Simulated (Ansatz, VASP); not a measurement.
## Two plane-wave programs on MgO

```xyz
2
Lattice="2.8290 0.0000 0.0000 0.0000 2.8290 0.0000 0.0000 0.0000 4.4458" Properties=species:S:1:pos:R:3 pbc="T T T"
Mg    1.4145    1.4145    0.0000
O     0.0000    0.0000    0.0000
```

Alike in both runs: functional PBE; k mesh 6 × 6 × 8; occupations gaussian, width 0.1 eV; no spin polarisation.

Ansatz relaxed the structure, and its values are those at the end. VASP's run is a single point on that final structure, the one shown.

```csv
,VASP,Ansatz
version,VASP 6.6.1,Ansatz 0.2.0
potentials or method,"VASP PAW PBE potentials, release 64 (Mg, O), cutoff 520 eV","scalar-relativistic, plane waves, PAW"
valence electrons in the cell,8,16
```

|  | VASP | Ansatz | Ansatz less VASP |
| --- | --- | --- | --- |
| gap on the k mesh at the Fermi level (eV) | 2.07 | 2.09 | +0.014 |
| least direct gap on the mesh (eV) | 2.37 | 2.38 | +0.010 |
| pressure (GPa) | -0.2 | 0.1 | +0.26 |

VASP's potentials hold 8 valence electrons a cell and Ansatz's 16, so a difference there can come from the potentials and not from the codes.
